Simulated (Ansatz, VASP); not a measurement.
MgI2: VASP beside Ansatz

INCAR

```
  ALGO = Normal
  EDIFF = 1E-6
  ENCUT = 520
  GGA = PE
  ISIF = 2
  ISMEAR = -1
  LASPH = T
  LCHARG = F
  LREAL = F
  LWAVE = F
  NBANDS = 15
  NELM = 60
  PREC = Accurate
  SIGMA = 0.02
```

Contents of KPOINTS:

```
k-points
0
Gamma
  12 12 4
```

Contents of POSCAR:

```
MgI2
1.0
    4.1572130451      0.0000000000      0.0000000000
   -2.0786065226      3.6002521060      0.0000000000
    0.0000000000      0.0000000000      6.8733252542
Mg I
1 2
Direct
    0.0000000000      0.0000000000      0.0000000000
    0.3333333333      0.6666666667      0.2426220951
    0.6666666667      0.3333333333      0.7573779049
```

Input for Ansatz:

```yaml
crystal:
  lattice:
    - [4.1572130451, 0.0, 0.0]
    - [-2.0786065226, 3.600252106, 0.0]
    - [0.0, 0.0, 6.8733252542]
  atoms:
    - { symbol: Mg, position: [0.0, 0.0, 0.0] }
    - { symbol: I, position: [0.3333333333, 0.6666666667, 0.2426220951] }
    - { symbol: I, position: [0.6666666667, 0.3333333333, 0.7573779049] }
kpoints:
  mp_grid: { grid: [12, 12, 4] }
  band_path:
    path:
      - [[0.0, 0.0, 0.0], [0.5, 5.604421937562e-17, 3.120391856404e-18], [0.3333333333333, 0.3333333333333, 2.080261237602e-18], [0.0, 0.0, 0.0], [1.104851367623e-34, -6.050611811179e-35, 0.5], [0.5, 5.575887276262e-17, 0.5], [0.3333333333333, 0.3333333333333, 0.5], [1.104851367623e-34, -6.050611811179e-35, 0.5]]
      - [[0.5, 5.575887276262e-17, 0.5], [0.5, 5.604421937562e-17, 3.120391856404e-18]]
      - [[0.3333333333333, 0.3333333333333, 0.5], [0.3333333333333, 0.3333333333333, 2.080261237602e-18]]
    npoints: 10
hamiltonian:
  xc: pbe
scf:
  occupations: { method: fermi_dirac, width: 0.02 }
  n_extra_bands: 4
output:
  forces: true
  stress: true
  eigenvalues: true
```

Alike in both runs: task single point; functional PBE; k mesh 12 × 12 × 4; occupations fermi-dirac, width 0.02 eV; no spin polarisation.

```csv
,VASP,Ansatz
version,VASP 6.6.1,Ansatz 0.2.0
potentials or method,"VASP PAW PBE potentials, release 64 (Mg, I)","plane waves, PAW"
plane-wave cutoff (eV),520,420
valence electrons in the cell,16,44
```

```tsv
	VASP	Ansatz	Ansatz less VASP
gap on the k mesh at the Fermi level (eV)	3.51	3.53	+0.019
pressure (GPa)	1.1	1.1	+0.06
traceless stress, the component that is largest in VASP (GPa)	0.16	0.15	-0.006
rms of the force components (eV/Å)	0.001	0.005	+0.0047
```

Atom by atom the forces differ by 0.005 eV/Å (rms over components). VASP's potentials hold 16 valence electrons a cell and Ansatz's 44, so a difference there can come from the potentials and not from the codes.

Neither program's run includes spin-orbit coupling.
